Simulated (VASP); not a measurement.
Wanted: the native input for a VASP 6.6.1 run.

* Task: single point
* Functional: PBE
* Dispersion: D3(BJ)
* Potentials or basis: VASP PAW PBE potentials, release 64 (C, O)
* Cutoff: 520 eV
* k mesh: 8 × 7 × 1
* Occupations: gaussian, width 0.05 eV
* Spin: no spin polarisation
* Dipole correction: yes
* Further INCAR settings: ALGO = Normal; EDIFF = 1e-06; NBANDS = 37

The structure of C11O lies in POSCAR:

```
C11O
1.0
    3.6473242347      0.0000000000      0.0000000000
   -1.6658829406      3.9310150970      0.0000000000
    0.0000000000      0.0000000000     23.5809581735
C O
11 1
Direct
    0.5001799340      0.3333933113      0.1696283913
    0.4998200660      0.6666066887      0.1696283913
    0.5001799340      0.8333933113      0.2218942371
    0.4998200660      0.1666066887      0.2218942371
    0.5000212339      0.3353169667      0.2741412245
    0.4999787661      0.6646830333      0.2741412245
    0.5001286265      0.8366480408      0.3266192407
    0.4998713735      0.1633519592      0.3266192407
    0.4997623712      0.3544335279      0.3744953071
    0.5002376288      0.6455664721      0.3744953071
    0.4997623712      0.8544335279      0.5377626337
    0.4997623712      0.8544335279      0.4889944712
```

These files were run (other wordings do the same):

INCAR

```
PREC = Accurate
ENCUT = 520
EDIFF = 1E-6
ISMEAR = 0
SIGMA = 0.05
LREAL = F
LASPH = T
NELM = 80
ALGO = Normal
ISIF = 2
LWAVE = F
LCHARG = F
LDIPOL = T
IDIPOL = 3
DIPOL = 0.5 0.5 0.313
GGA = PE
IVDW = 12
NBANDS = 37
```

KPOINTS

```
Automatic mesh
0
Gamma
  8 7 1
```

Potentials or basis: VASP PAW PBE potentials, release 64 (C, O).

Run with:

```bash
$ cat potpaw_PBE.64/C/POTCAR potpaw_PBE.64/O/POTCAR > POTCAR
$ mpirun -np 1 vasp_std > vasp.out
```

Results of the run:

```json
{"Largest force": "6.777 eV/Å", "Band gap on the k mesh": "zero (bands 25 and 26 overlap by 0.72 eV)", "Dispersion energy per atom": "-0.108 eV"}
```

Wall time 5 min on 1 thread of Intel(R) Xeon(R) 6975P-C (Granite Rapids), on a shared host, peak memory 0.55 GiB.
